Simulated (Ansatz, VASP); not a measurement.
**Two plane-wave programs on Ca3B**

```
Ca B
1.0
    -2.47829    2.47829    4.14378
     2.47829   -2.47829    4.14378
     2.47829    2.47829   -4.14378
Ca B
3 1
Cartesian
  0.0000 0.0000 4.1438
  0.0000 2.4783 2.0719
  2.4783 0.0000 2.0719
  0.0000 0.0000 0.0000
```

Change from the starting cell: species swapped into the Pr3Mg type (I4/mmm, No. 139).

Alike in both runs: functional PBE; k mesh 14 × 14 × 14; occupations gaussian, width 0.1 eV; no spin polarisation.

Ansatz relaxed the structure, and its values are those at the end. VASP's run is a single point on that final structure, the one shown.

|  | VASP | Ansatz |
| --- | --- | --- |
| version | VASP 6.6.1 | Ansatz 0.2.0 |
| potentials or method | VASP PAW PBE potentials, release 64 (Ca_sv, B), cutoff 520 eV | scalar-relativistic, plane waves, PAW |
| valence electrons in the cell | 33 | 33 |

|  | VASP | Ansatz | Ansatz less VASP |
| --- | --- | --- | --- |
| gap on the k mesh at the Fermi level (eV) | none | none | - |
| pressure (GPa) | 0.0 | 0.0 | +0.01 |

A gap of «none» marks a metal or a gap that the smearing closes.
